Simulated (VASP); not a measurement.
Here is a VASP 6.6.1 calculation.

Contents of INCAR:

```
PREC = Accurate
ENCUT = 520
EDIFF = 1E-6
ISMEAR = 0
SIGMA = 0.1
LREAL = F
LASPH = T
NELM = 60
ALGO = Normal
ISIF = 2
LWAVE = F
LCHARG = T
LDIPOL = T
IDIPOL = 3
DIPOL = 0.5 0.5 0.500
GGA = PE
IVDW = 12
LELF = T
LVHAR = T
LVACPOTAV = T
NBANDS = 35
```

File KPOINTS:

```
regular mesh
0
Gamma
  9 9 1
```

Contents of POSCAR:

```
MoS2
1.0
    3.1334577141      0.0000000000      0.0000000000
   -1.5667288571      2.7136539821      0.0000000000
    0.0000000000      0.0000000000     26.1646875005
S Mo
4 2
Direct
    0.0000000000      0.0000000000      0.3248653361
    0.3333333333      0.6666666667      0.4473887240
    0.6666666667      0.3333333333      0.5532022191
    0.0000000000      0.0000000000      0.6760478810
    0.6666666667      0.3333333333      0.3861270301
    0.3333333333      0.6666666667      0.6145984390
```

Potentials or basis: VASP PAW PBE potentials, release 64 (S, Mo_sv).

Launch:

```bash
$ cat potpaw_PBE.64/S/POTCAR potpaw_PBE.64/Mo_sv/POTCAR > POTCAR
$ mpirun -np 1 vasp_std > vasp.out
```

(1) What does it give for the band gap on the k mesh?

(2) Estimate the largest force.

Results:

(1) zero (bands 26 and 27 overlap by 0.60 eV).

(2) 0.054 eV/Å.
